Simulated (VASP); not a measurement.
# BiTe (Immm) in VASP: further runs

Runs on BiTe. Level: PBEsol. Tasks: single point.

Everything below comes from runs of VASP 6.6.1. Logs are shortened: lines on timing, memory, paths and dates and some standing lists are left out, and cuts for length are marked.

## 1. The cell of the first run

It takes space group Immm (No. 71, orthorhombic). The conventional cell has a = 4.471 Å, b = 4.572 Å, c = 6.394 Å, α = 90.00°, β = 90.00°, γ = 90.00°. Within 4.2 Å of Bi (site symmetry mmm) lie 6 Te at 3.20 Å. Within 4.2 Å of Te (site symmetry mmm) lie 6 Bi at 3.20 Å.

## 2. Single point, PBEsol (strain +0.0225 x Voigt [0, 0, 0, 0, 0, 1])

INCAR

```
SYSTEM = BiTe
ALGO     = Fast           ! electronic algorithm
EDIFF    = 1E-6           ! SCF threshold, eV
ENCUT    = 520            ! plane-wave cutoff, eV
GGA      = PS             ! functional
ISIF     = 2              ! what is computed and relaxed
ISMEAR   = 0              ! smearing method
LASPH    = .True.         ! aspherical terms in the spheres
LCHARG   = .True.         ! write CHGCAR
LELF     = .True.         ! ELF
LREAL    = .False.        ! projectors in reciprocal space
LVHAR    = .True.       
LWAVE    = .False.        ! write WAVECAR
NBANDS   = 18             ! bands
NELM     = 80             ! most SCF steps
PREC     = Accurate       ! precision mode
SIGMA    = 0.15           ! smearing width, eV
```

KPOINTS

```
k-points
0
Gamma
  16 16 16
  0 0 0
```

POSCAR

```
BiTe
1.0
    0.0359679806      3.1971538327      3.1971538327
    3.1971538327      0.0359679806      3.1971538327
    3.2331218133      3.2331218133      0.0000000000
Bi Te
1 1
Direct
    0.0000000000      0.0000000000      0.0000000000
    0.5000000000      0.5000000000      0.5000000000
```

Potentials or basis: VASP PAW PBE potentials, release 64 (Bi_d, Te).

Command:

```
$ cat potpaw_PBE.64/Bi_d/POTCAR potpaw_PBE.64/Te/POTCAR > POTCAR
$ mpirun -np 1 vasp_std > vasp.out
```

OUTCAR:

```text
SYSTEM = BiTe
   EDIFF = 1E-6
   ENCUT = 520
   GGA = PS
   ISIF = 2
   ISMEAR = 0
   LASPH = .True.
   LREAL = .False.
   NELM = 80
   PREC = Accurate

 ion  position               nearest neighbor table
   1  0.000  0.000  0.000-   2 3.20   2 3.20   2 3.20   2 3.20   2 3.20   2 3.20
   2  0.500  0.500  0.500-   1 3.20   1 3.20   1 3.20   1 3.20   1 3.20   1 3.20

  LATTYP: Found a body centered orthorhombic cell.
 ALAT       =     4.4705919052
 B/A-ratio  =     1.0227560050
 C/A-ratio  =     1.4303044879

  Lattice vectors:

 A1 = (   3.1971538327,   0.0359679806,  -3.1971538327)
 A2 = (  -3.1971538327,  -0.0359679806,  -3.1971538327)
 A3 = (   0.0359679806,   3.1971538327,   3.1971538327)

Analysis of symmetry for initial positions (statically):
=====================================================================
 Subroutine PRICEL returns:
 Original cell was already a primitive cell.

 Routine SETGRP: Setting up the symmetry group for a
 body centered orthorhombic supercell.

 Subroutine GETGRP returns: Found  8 space group operations
 (whereof  8 operations were pure point group operations)
 out of a pool of  8 trial point group operations.

The static configuration has the point symmetry D_2h.

Analysis of symmetry for dynamics (positions and initial velocities):
=====================================================================
 Subroutine PRICEL returns:
 Original cell was already a primitive cell.

 Routine SETGRP: Setting up the symmetry group for a
 body centered orthorhombic supercell.

 Subroutine GETGRP returns: Found  8 space group operations
 (whereof  8 operations were pure point group operations)
 out of a pool of  8 trial point group operations.

The dynamic configuration has the point symmetry D_2h.

 Subroutine INISYM returns: Found  8 space group operations
 (whereof  8 operations are pure point group operations),
 and found     1 'primitive' translations

----------------------------------------------------------------------------------------

                                     Primitive cell

  volume of cell :      65.3530

  direct lattice vectors                    reciprocal lattice vectors
     0.035967981  3.197153833  3.197153833    -0.158168492  0.158168492  0.156389097
     3.197153833  0.035967981  3.197153833     0.158168492 -0.158168492  0.156389097
     3.233121813  3.233121813  0.000000000     0.154649292  0.154649292 -0.156389097

  length of vectors
     4.521601371  4.521601371  4.572324717     0.272932397  0.272932397  0.268868661

  position of ions in fractional coordinates (direct lattice)
     0.000000000  0.000000000  0.000000000
     0.500000000  0.500000000  0.500000000

  ion indices of the primitive-cell ions
   primitive index   ion index
                 1           1
                 2           2

----------------------------------------------------------------------------------------

 KPOINTS: k-points

Automatic generation of k-mesh.
 Grid dimensions read from file:
 generate k-points for:   16   16   16

 Generating k-lattice:

  Cartesian coordinates                     Fractional coordinates (reciprocal lattice)
    -0.009885531  0.009885531  0.009774319     0.062500000  0.000000000  0.000000000
     0.009885531 -0.009885531  0.009774319     0.000000000  0.062500000  0.000000000
     0.009665581  0.009665581 -0.009774319    -0.000000000 -0.000000000  0.062500000

  Length of vectors
     0.017058275  0.017058275  0.016804291

  Shift w.r.t. Gamma in fractional coordinates (k-lattice)
     0.000000000  0.000000000  0.000000000

 Subroutine IBZKPT returns following result:
 ===========================================

 Found    621 irreducible k-points:

 Following reciprocal coordinates:
            Coordinates               Weight
  0.000000  0.000000  0.000000      1.000000
  0.062500  0.000000  0.000000      4.000000
  0.125000  0.000000  0.000000      4.000000
  0.187500  0.000000  0.000000      4.000000
  0.250000  0.000000  0.000000      4.000000
  0.312500  0.000000  0.000000      4.000000
[... 16 lines left out ...]
 -0.125000  0.062500  0.000000      4.000000
 -0.062500  0.062500  0.000000      2.000000
 [... further k-points ...]
   k-points           NKPTS =    621   k-points in BZ     NKDIM =    621   number of bands    NBANDS=     18
   number of dos      NEDOS =    301   number of ions     NIONS =      2
   total plane-waves  NPLWV =  46656
   dimension x,y,z NGX =    36 NGY =   36 NGZ =   36
   dimension x,y,z NGXF=    72 NGYF=   72 NGZF=   72
   ions per type =               1   1
   NGX,Y,Z   is equivalent  to a cutoff of  13.24, 13.24, 13.09 a.u.
   NGXF,Y,Z  is equivalent  to a cutoff of  26.47, 26.47, 26.18 a.u.
 SYSTEM =  BiTe
   PREC   = accura    normal or accurate (medium, high low for compatibility)
   ISTART =      0    job   : 0-new  1-cont  2-samecut
   ICHARG =      2    charge: 1-file 2-atom 10-const
   ISPIN  =      1    spin polarized calculation?
   LNONCOLLINEAR =      F non collinear calculations
   LSORBIT =      F    spin-orbit coupling
   LASPH  =      T    aspherical Exc in radial PAW
   ENCUT  =  520.0 eV  38.22 Ry    6.18 a.u.   8.41  8.41  8.50*2*pi/ulx,y,z
   NELM   =     80;   NELMIN=  2; NELMDL= -5     # of ELM steps
   EDIFF  = 0.1E-05   stopping-criterion for ELM
   LREAL  =      F    real-space projection
[... 7 lines left out ...]
   TEBEG  =    0.0;   TEEND  =   0.0 temperature during run
   PSTRESS=    0.0 pullay stress
   NELECT =      21.0000    total number of electrons
   NUPDOWN=      -1.0000    fix difference up-down
   EMIN   =  10.00;   EMAX   =-10.00  energy-range for DOS
   EFERMI =   0.00;   METHOD = LEGACY
   ISMEAR =     0;   SIGMA  =   0.15  broadening in eV -4-tet -1-fermi 0-gaus
   EFERMI_NEDOS =   21; number of points for ismear=-14 and -15
   IALGO  =     68    algorithm
   IMIX   =      4    mixing-type and parameters
     AMIX     =   0.40;   BMIX     =  1.00
     AMIX_MAG =   1.60;   BMIX_MAG =  1.00
  volume/ion in A,a.u.               =      32.68       220.51
  Fermi-wavevector in a.u.,A,eV,Ry     =   1.121311  2.118970 17.107125  1.257338
  Thomas-Fermi vector in A             =   2.257964
   LORBIT       =      0    0 simple, 1 ext, 2 COOP (PROOUT), +10 PAW based schemes
   GGA     = PS    functional components
   LHFCALC =     F    Hartree Fock is set to
   AEXX    =    0.0000 exact exchange contribution
   IVDW    =     0    specifies the selected vdW correction
   LEPSILON=     F    determine dielectric tensor
   LRPA    =     F    only Hartree local field effects (RPA)
 non-spin polarized calculation
 RMM-DIIS sequential band-by-band and
 Gauss-broadening in eV      SIGMA  =   0.15
  energy-cutoff  :      520.00
  volume of cell :       65.35
 maximum number of plane-waves:      1795
 NGX is ok and might be reduce to    36
   NGX = 17   NGY = 17   NGZ = 17

 number of electron      21.0000003 magnetization

 Free energy of the ion-electron system (eV)
  ---------------------------------------------------
  ext. energy  EPLUGINS =         0.00000000
  ---------------------------------------------------
  free energy    TOTEN  =        -7.99417142 eV

  energy without entropy =       -7.97814779  energy(sigma->0) =       -7.98615960

 E-fermi :   6.9179     XC(G=0):  -9.7513

 val. band max:        6.9174363096   @ k =  -0.1875  -0.0000   0.1250
 cond. band min:       6.9198330774   @ k =   0.0625   0.0625   0.3125
 fundamental gap:      0.0023967678
 Fermi energy:         6.9179162086

 k-point     1 :       0.0000    0.0000    0.0000
  band No.  band energies     occupation
      1     -16.1501      2.00000
      2     -16.1498      2.00000
      3     -16.1443      2.00000
      4     -16.1434      2.00000
      5     -16.1418      2.00000
      6      -6.8601      2.00000
[... 10 lines left out ...]
     17      13.0917      0.00000
     18      13.2730      0.00000

 k-point     2 :       0.0625    0.0000    0.0000
  band No.  band energies     occupation
      1     -16.1502      2.00000
      2     -16.1499      2.00000
      3     -16.1440      2.00000
      4     -16.1431      2.00000
      5     -16.1417      2.00000
      6      -6.8230      2.00000
[... 10 lines left out ...]
     17      13.3879      0.00000
     18      13.7373      0.00000

 k-point     3 :       0.1250    0.0000    0.0000
  band No.  band energies     occupation
      1     -16.1508      2.00000
      2     -16.1504      2.00000
      3     -16.1432      2.00000
      4     -16.1425      2.00000
      5     -16.1412      2.00000
      6      -6.7121      2.00000
[... 10 lines left out ...]
     17      14.0785      0.00000
     18      14.4385      0.00000

 k-point     4 :       0.1875    0.0000    0.0000
  band No.  band energies     occupation
      1     -16.1517      2.00000
      2     -16.1513      2.00000
      3     -16.1419      2.00000
      4     -16.1418      2.00000
      5     -16.1401      2.00000
      6      -6.5285      2.00000
[... 375 lines left out ...]
      4     -16.1414      2.00000
      5     -16.1390      2.00000
      6      -6.4184      2.00000
[... 10 lines left out ...]
     17      14.5345      0.00000
     18      15.9904      0.00000

 k-point    23 :      -0.1250    0.0625    0.0000
  band No.  band energies     occupation
      1     -16.1517      2.00000
      2     -16.1503      2.00000
      3     -16.1430      2.00000
      4     -16.1417      2.00000
      5     -16.1407      2.00000
      6      -6.6255      2.00000
[... 10 lines left out ...]
     17      13.8275      0.00000
     18      14.9611      0.00000

 k-point    24 :      -0.0625    0.0625    0.0000
  band No.  band energies     occupation
      1     -16.1509      2.00000
      2     -16.1499      2.00000
      3     -16.1438      2.00000
      4     -16.1422      2.00000
      5     -16.1417      2.00000
      6      -6.7609      2.00000
[... 10 lines left out ...]
     17      13.4667      0.00000
     18      14.1195      0.00000

 [... further k-points ...]

------------------------ aborting loop because EDIFF is reached ----------------------------------------

  FORCE on cell =-STRESS in cart. coord.  units (eV):
  Direction    XX          YY          ZZ          XY          YZ          ZX
  --------------------------------------------------------------------------------------
  -------------------------------------------------------------------------------------
  Total        0.0111354      0.0111354      0.0232025      0.0140900      0.0000000      0.0000000
  in kB        0.2729923      0.2729923      0.5688258      0.3454261      0.0000000      0.0000000
  external PRESSURE =       0.3716035 kB  Pullay stress =       0.0000000 kB

 VOLUME and BASIS-vectors are now :
 -----------------------------------------------------------------------------
  energy-cutoff  :      520.00
  volume of cell :       65.35
      direct lattice vectors                 reciprocal lattice vectors
     0.035967981  3.197153833  3.197153833    -0.158168492  0.158168492  0.156389097
     3.197153833  0.035967981  3.197153833     0.158168492 -0.158168492  0.156389097
     3.233121813  3.233121813  0.000000000     0.154649292  0.154649292 -0.156389097

 POSITION                                       TOTAL-FORCE (eV/Angst)
 -----------------------------------------------------------------------------------
      0.00000      0.00000      0.00000         0.000000     -0.000000      0.000000
      3.23312      3.23312      3.19715        -0.000000      0.000000      0.000000
 -----------------------------------------------------------------------------------
    total drift:                               -0.000000      0.000000      0.000000

  FREE ENERGIE OF THE ION-ELECTRON SYSTEM (eV)
  ---------------------------------------------------
  free  energy   TOTEN  =        -7.9941714168 eV

  energy  without entropy=       -7.9781477915  energy(sigma->0) =       -7.98615960
```

It took 17 min on 1 thread of AMD EPYC 9755, shared host; peak memory 0.75 GiB.

Results:

```yaml
Free_energy: -7.9942 eV
Pressure: 0.0 GPa
Band_gap_on_the_k_mesh: zero (an odd number of electrons rules out a gap without spin polarisation)
```

Levels at points of the mesh, in eV from the Fermi level:
| k point | band 6 | band 7 | band 8 | band 9 | band 10 | band 11 | band 12 | band 13 | band 14 | band 15 |
| --- | --- | --- | --- | --- | --- | --- | --- | --- | --- | --- |
| (0.00, 0.00, 0.00) | -13.78 | -8.00 | -2.72 | -2.62 | -2.51 | 2.20 | 2.23 | 2.28 | 4.45 | 4.59 |
| (0.50, 0.00, 0.00) | -11.70 | -11.36 | -2.03 | -1.98 | -1.63 | -0.94 | -0.76 | -0.68 | 7.35 | 7.82 |
| (0.50, 0.50, 0.00) | -11.90 | -9.96 | -5.91 | -4.28 | -4.06 | 2.06 | 3.73 | 3.82 | 5.22 | 8.82 |
| (0.00, 0.00, 0.50) | -11.74 | -11.40 | -1.96 | -1.90 | -1.54 | -0.83 | -0.65 | -0.60 | 7.28 | 7.69 |
| (0.50, 0.00, 0.50) | -11.90 | -9.96 | -5.91 | -4.17 | -4.17 | 2.05 | 3.75 | 3.77 | 5.22 | 8.80 |

Caveat: the cell differs from its parent crystal (strain +0.0225 x Voigt [0, 0, 0, 0, 0, 1]); the PAW data sets were made with another functional, which shifts forces and pressure a little; spin-orbit coupling is left out, which moves the levels of the heavy elements.

(Continued in part 2 of 2.)
